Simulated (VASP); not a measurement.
Ga4AsN3, 8 atoms in the cell. Symmetry: P3m1, No. 156, trigonal system. The conventional cell has a = 3.363 Å, b = 3.363 Å, c = 11.253 Å, α = 90.00°, β = 90.00°, γ = 120.00°. N (site symmetry 3m) has 4 Ga at 1.97 to 2.02 Å within 2.6 Å. Within 2.6 Å of N (site symmetry 3m) lie 4 Ga at 1.94 to 2.02 Å. N (site symmetry 3m) has 4 Ga at 1.96 to 2.02 Å within 2.6 Å. As (site symmetry 3m) has 4 Ga at 2.29 to 2.46 Å within 3.0 Å. Within 2.6 Å of Ga (site symmetry 3m) lie 4 N at 1.97 to 2.02 Å. Ga (site symmetry 3m) has 1 N at 1.94 Å and 3 As at 2.29 Å within 2.6 Å. Within 2.6 Å of Ga (site symmetry 3m) lie 4 N at 1.96 to 2.02 Å. Ga (site symmetry 3m) has 3 N at 2.02 Å and 1 As at 2.46 Å within 2.7 Å. 

- Program: VASP 6.6.1
- Task: single point
- Functional: PBE
- Potentials or basis: VASP PAW PBE potentials, release 64 (N, As, Ga_d)
- Cutoff: 520 eV
- k mesh: 12 × 12 × 2
- Occupations: fermi-dirac, width 0.02 eV
- Spin: no spin polarisation
- Dipole correction: no
- Further INCAR settings: ALGO = Normal; EDIFF = 1e-06; NBANDS = 46

Potentials or basis: VASP PAW PBE potentials, release 64 (N, As, Ga_d).

The run is started by

```console
$ cat potpaw_PBE.64/N/POTCAR potpaw_PBE.64/As/POTCAR potpaw_PBE.64/Ga_d/POTCAR > POTCAR
$ mpirun -np 1 vasp_std > vasp.out
```

Hardware: 1 thread of Intel(R) Xeon(R) 6975P-C (Granite Rapids), on a shared host.

How long does it take, and how much memory?

Wall time 2.3 min on 1 thread of Intel(R) Xeon(R) 6975P-C (Granite Rapids), on a shared host, peak memory 0.34 GiB. Counts: scf iterations 17, k points 38.
